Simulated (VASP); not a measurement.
A run of VASP 6.6.1 is set up as follows.

The input INCAR:

```
SYSTEM = Ge3Se
ALGO = Normal
EDIFF = 1E-6
ENCUT = 520
GGA = PE
ISIF = 2
ISMEAR = 0
LASPH = .TRUE.
LCHARG = .FALSE.
LREAL = .FALSE.
LWAVE = .FALSE.
NBANDS = 32
NELM = 60
PREC = Accurate
SIGMA = 0.1
```

File KPOINTS:

```
k-points
0
G
  16 16 16
  0 0 0
```

The input POSCAR:

```
Ge3Se
1.0
   -1.9896857333      1.9896857333      5.2325503706
    1.9896857333     -1.9896857333      5.2325503706
    1.9896857333      1.9896857333     -5.2325503706
Ge Se
3 1
Direct
    0.5000000000      0.5000000000      0.0000000000
    0.2500000000      0.7500000000      0.5000000000
    0.7500000000      0.2500000000      0.5000000000
    0.0000000000      0.0000000000      0.0000000000
```

Potentials or basis: VASP PAW PBE potentials, release 64 (Ge_d, Se).

Run with:

```console
$ cat potpaw_PBE.64/Ge_d/POTCAR potpaw_PBE.64/Se/POTCAR > POTCAR
$ mpirun -np 1 vasp_std > vasp.out
```

Q: Estimate the pressure.

A: 0.0 GPa.

Q: Predict the band gap on the k mesh.

A: Zero (bands 24 and 25 overlap by 1.42 eV).
